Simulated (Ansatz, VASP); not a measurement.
Two plane-wave programs on C

```xyz
4
Lattice="1.2280 -2.1271 0.0000 1.2280 2.1271 0.0000 0.0000 0.0000 7.1733" Properties=species:S:1:pos:R:3 pbc="T T T"
C     1.2280    1.7724    5.4025
C     1.2280   -0.3547    1.7708
C     1.2280   -1.7724    1.7708
C     1.2280    0.3547    5.4025
```

Alike in both runs: task single point; functional LDA; k mesh 18 × 18 × 6; no spin polarisation.

|  | VASP | Ansatz |
| --- | --- | --- |
| version | VASP 6.6.1 | Ansatz 0.2.0 |
| potentials or method | VASP PAW LDA potentials, release 64 (C), cutoff 520 eV | scalar-relativistic, plane waves, PAW |
| occupations | methfessel-paxton of order 1, width 0.5 eV | cold, width 0.5 eV |
| valence electrons in the cell | 16 | 16 |

```csv
,VASP,Ansatz,Ansatz less VASP
pressure (GPa),-3.2,-3.9,-0.75
"traceless stress, the component that is largest in VASP (GPa)",1.99,2.89,+0.899
rms of the force components (eV/Å),0.014,0.016,+0.0018
```

LDA's correlation is that of Perdew and Zunger in VASP and of Perdew and Wang (1992) in Ansatz. Atom by atom the forces differ by 0.002 eV/Å (rms over components).
